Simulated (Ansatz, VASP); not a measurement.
# Two plane-wave programs on SnO2

INCAR

```
  PREC = Accurate
  ENCUT = 520
  EDIFF = 1E-6
  ISMEAR = 0
  SIGMA = 0.05
  LREAL = False
  LASPH = True
  NELM = 60
  ALGO = Normal
  ISIF = 2
  LWAVE = False
  LCHARG = True
  GGA = PE
  LELF = True
  LVHAR = True
  NBANDS = 20
```

File KPOINTS:

```
Automatic mesh
0
Gamma
  12 12 12
```

The input POSCAR:

```
SnO2
1.0
    1.5874934052      0.9165397449      4.8292069647
   -1.5874934052      0.9165397449      4.8292069647
    0.0000000000     -1.8330794897      4.8292069648
Sn O
1 2
Direct
    0.5000000000      0.5000000000      0.5000000000
    0.2464043750      0.2464043750      0.2464043750
    0.7535956250      0.7535956250      0.7535956250
```

Input for Ansatz:

```yaml
crystal:
  lattice:
    - [1.5874934052, 0.9165397449, 4.8292069647]
    - [-1.5874934052, 0.9165397449, 4.8292069647]
    - [0.0, -1.8330794897, 4.8292069648]
  atoms:
    - { symbol: Sn, position: [0.5, 0.5, 0.5] }
    - { symbol: O, position: [0.246404375, 0.246404375, 0.246404375] }
    - { symbol: O, position: [0.753595625, 0.753595625, 0.753595625] }
basis:
  ecutwfc: 520.0
kpoints:
  mp_grid: { grid: [12, 12, 12] }
hamiltonian:
  xc: pbe
  pseudopotentials: { kind: paw, azcp: { folder: soft_1 } }
scf:
  occupations: { method: gaussian, width: 0.05 }
output:
  forces: true
  stress: true
  eigenvalues: true
  write_density: true
  write_potential: true
  elf: true
  volumetric_format: npy
```

Alike in both runs: task single point; functional PBE; k mesh 12 × 12 × 12; occupations gaussian, width 0.05 eV; no spin polarisation.

|  | VASP | Ansatz |
| --- | --- | --- |
| version | VASP 6.6.1 | Ansatz 0.2.0 |
| potentials or method | VASP PAW PBE potentials, release 64 (Sn_d, O), cutoff 520 eV | scalar-relativistic, plane waves, PAW |
| valence electrons in the cell | 26 | 26 |

VASP gave:

- gap on the k mesh at the Fermi level (eV): 1.85
- least direct gap on the mesh (eV): 1.85
- pressure (GPa): -4.1
- traceless stress, the component that is largest in VASP (GPa): -8.32
- rms of the force components (eV/Å): 0.755

Task: Which values does Ansatz return?

Result: gap on the k mesh at the Fermi level (eV): 1.88; least direct gap on the mesh (eV): 1.88; pressure (GPa): -4.7; traceless stress, the component that is largest in VASP (GPa): -8.08; rms of the force components (eV/Å): 0.784.

Atom by atom the forces differ by 0.029 eV/Å (rms over components). With one functional, cell and mesh, what is left measures potentials, basis and numerics.
